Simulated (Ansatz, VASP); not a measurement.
# MgO: VASP beside Ansatz

File INCAR:

```
PREC = Accurate ; ENCUT = 750
EDIFF = 1E-6 ; ISMEAR = 0
SIGMA = 0.05 ; LREAL = False
LASPH = True ; NELM = 120
ALGO = Normal ; ISIF = 2
LWAVE = False ; LCHARG = True
LELF = True ; LVHAR = True
NBANDS = 15 ; GGA_COMPAT = False
```

KPOINTS

```
Automatic mesh
0
Gamma
  10 10 10
```

The input POSCAR:

```
MgO
1.0
    0.0000000000      2.1351500000      2.1351500000
    2.1351500000      0.0000000000      2.1351500000
    2.1351500000      2.1351500000      0.0000000000
Mg O
1 1
Direct
    0.0000000000      0.0000000000      0.0000000000
    0.4882912208      0.4882912208      0.5117087792
```

Input for Ansatz:

```yaml
crystal:
  lattice:
    - [0.0, 2.13515, 2.13515]
    - [2.13515, 0.0, 2.13515]
    - [2.13515, 2.13515, 0.0]
  atoms:
    - { symbol: Mg, position: [0.0, 0.0, 0.0] }
    - { symbol: O, position: [0.4882912208, 0.4882912208, 0.5117087792] }
basis:
  ecutwfc: 420
kpoints:
  mp_grid: { grid: [10, 10, 10] }
hamiltonian:
  xc: lda
scf:
  occupations: { method: gaussian, width: 0.05 }
output:
  forces: true
  stress: true
  eigenvalues: true
```

Change from the starting cell: all O atoms moved -0.050 Å, as atom 2 along Cartesian [0 0 1].

Alike in both runs: task single point; functional LDA; k mesh 10 × 10 × 10; occupations gaussian, width 0.05 eV; no spin polarisation.

|  | VASP | Ansatz |
| --- | --- | --- |
| version | VASP 6.6.1 | Ansatz 0.2.0 |
| potentials or method | VASP PAW LDA potentials, release 64 (Mg_sv, O), cutoff 750 eV | scalar-relativistic, plane waves, PAW |
| valence electrons in the cell | 16 | 16 |

```csv
,VASP,Ansatz,Ansatz less VASP
gap on the k mesh at the Fermi level (eV),4.28,4.27,-0.016
least direct gap on the mesh (eV),4.28,4.27,-0.016
pressure (GPa),-11.5,-11.4,+0.14
"traceless stress, the component that is largest in VASP (GPa)",0.49,0.48,-0.013
rms of the force components (eV/Å),0.120,0.116,-0.0039
```

LDA's correlation is that of Perdew and Zunger in VASP and of Perdew and Wang (1992) in Ansatz. Atom by atom the forces differ by 0.004 eV/Å (rms over components).
